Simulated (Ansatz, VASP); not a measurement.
**MgO: VASP beside Ansatz**

```xyz
2
Lattice="2.9380 0.0000 0.0000 -1.4690 2.5444 0.0000 0.0000 0.0000 2.6797" Properties=species:S:1:pos:R:3 pbc="T T T"
Mg    0.0000    0.0000    0.0000
O     0.0000    1.6963    1.3398
```

Alike in both runs: task single point; functional LDA; k mesh 12 × 12 × 6; no spin polarisation.

|  | VASP | Ansatz |
| --- | --- | --- |
| version | VASP 6.6.1 | Ansatz 0.2.0 |
| potentials or method | VASP PAW LDA potentials, release 64 (Mg, O), cutoff 520 eV | plane waves, PAW |
| occupations | gaussian, width 0.01 eV | fixed |
| valence electrons in the cell | 8 | 16 |

Ansatz gave:

| Item | Value |
| --- | --- |
| pressure (GPa) | -9.3 |
| traceless stress, the component that is largest in VASP (GPa) | -0.85 |

Q: What did VASP give for the same quantities?

A: Pressure (GPa): -11.0; traceless stress, the component that is largest in VASP (GPa): -1.04.

LDA's correlation is that of Perdew and Zunger in VASP and of Perdew and Wang (1992) in Ansatz. VASP's potentials hold 8 valence electrons a cell and Ansatz's 16, so a difference there can come from the potentials and not from the codes.
